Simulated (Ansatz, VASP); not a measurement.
# CdS: VASP beside Ansatz

```xyz
2
Lattice="0.0000 2.9430 2.9430 2.9430 0.0000 2.9430 2.9430 2.9430 0.0000" Properties=species:S:1:pos:R:3 pbc="T T T"
Cd    0.0000    0.0000    0.0000
S     4.4144    4.4144    4.4144
```

Change from the starting cell: volume scaled by 1, crystal datasets.

Alike in both runs: task electric field gradients; functional PBEsol; k mesh 8 × 8 × 8; occupations fermi-dirac, width 0.03 eV; no spin polarisation.

|  | VASP | Ansatz |
| --- | --- | --- |
| version | VASP 6.6.1 | Ansatz 0.2.0 |
| potentials or method | VASP PAW PBE potentials, release 64 (Cd, S), cutoff 520 eV | all-electron PAW with datasets made for the crystal, scalar-relativistic |

```csv
,VASP,Ansatz,Ansatz less VASP
pressure (GPa),-1.5,-1.8,-0.33
```

VASP's potentials were made for PBE, not for PBEsol. Ansatz ran all-electron here, and VASP with PAW potentials.
